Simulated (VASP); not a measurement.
Input of a VASP 6.6.1 run:

INCAR

```
SYSTEM = ZnO
PREC = Accurate
ENCUT = 520
EDIFF = 1E-6
ISMEAR = -1
SIGMA = 0.05
LREAL = .FALSE.
LASPH = .TRUE.
NELM = 100
ALGO = Normal
ISIF = 2
LWAVE = .FALSE.
LCHARG = .FALSE.
GGA = PE
IVDW = 12
NBANDS = 26
```

Contents of KPOINTS:

```
regular mesh
0
G
  9 9 5
  0 0 0
```

The input POSCAR:

```
ZnO
1.0
    3.1829769797      0.0000000000      0.0000000000
   -1.5914884899      2.7565389241      0.0000000000
    0.0000000000      0.0000000000      5.0994402224
Zn O
2 2
Direct
    0.6666666667      0.3333333333      0.0000000000
    0.3333333333      0.6666666667      0.5000000000
    0.3333333333      0.6666666667      0.8790100000
    0.6666666667      0.3333333333      0.3790100000
```

Potentials or basis: VASP PAW PBE potentials, release 64 (Zn, O).

Command:

```bash
$ cat potpaw_PBE.64/Zn/POTCAR potpaw_PBE.64/O/POTCAR > POTCAR
$ mpirun -np 1 vasp_std > vasp.out
```

**Question.** Estimate the dispersion energy per atom.

**Answer.** -0.239 eV.

**Question.** Predict the band gap on the k mesh.

**Answer.** 0.88 eV.

Forces in eV/Å, atoms in the order of the input:
```
Zn   0.000  0.000 -0.096
Zn   0.000  0.000 -0.096
O    0.000  0.000  0.096
O    0.000  0.000  0.096
```

 PBE gaps usually lie below the measured ones, often by a third to a half.
